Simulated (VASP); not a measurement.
Input of a VASP 6.6.1 run:

File INCAR:

```
SYSTEM = CoSi
PREC = Accurate ; ENCUT = 520
EDIFF = 1E-6 ; ISMEAR = -1
SIGMA = 0.05 ; LREAL = .False.
LASPH = .True. ; NELM = 150
ALGO = Normal ; ISIF = 2
LWAVE = .False. ; LCHARG = .False.
ISPIN = 2 ; MAGMOM = 2 0
LORBIT = 11 ; LMAXMIX = 4
GGA = PE ; NBANDS = 18
```

The input KPOINTS:

```
Automatic mesh
0
Gamma
  10 10 10
  0 0 0
```

File POSCAR:

```
CoSi
1.0
    2.7813340000      0.0000000000      0.0000000000
    0.0000000000      2.7813340000      0.0000000000
    0.0000000000      0.0000000000      2.7813340000
Co Si
1 1
Direct
    0.0000000000      0.0000000000      0.0000000000
    0.5000000000      0.5000000000      0.5000000000
```

Potentials or basis: VASP PAW PBE potentials, release 64 (Co, Si).

Run with:

```bash
$ cat potpaw_PBE.64/Co/POTCAR potpaw_PBE.64/Si/POTCAR > POTCAR
$ mpirun -np 1 vasp_std > vasp.out
```

Q: Predict the pressure.

A: 0.6 GPa.

Q: What does it give for the site moments?

A: Co +0.54; Si +0.01 μB.

Q: What does it give for the net moment?

A: 0.54 μB per cell.
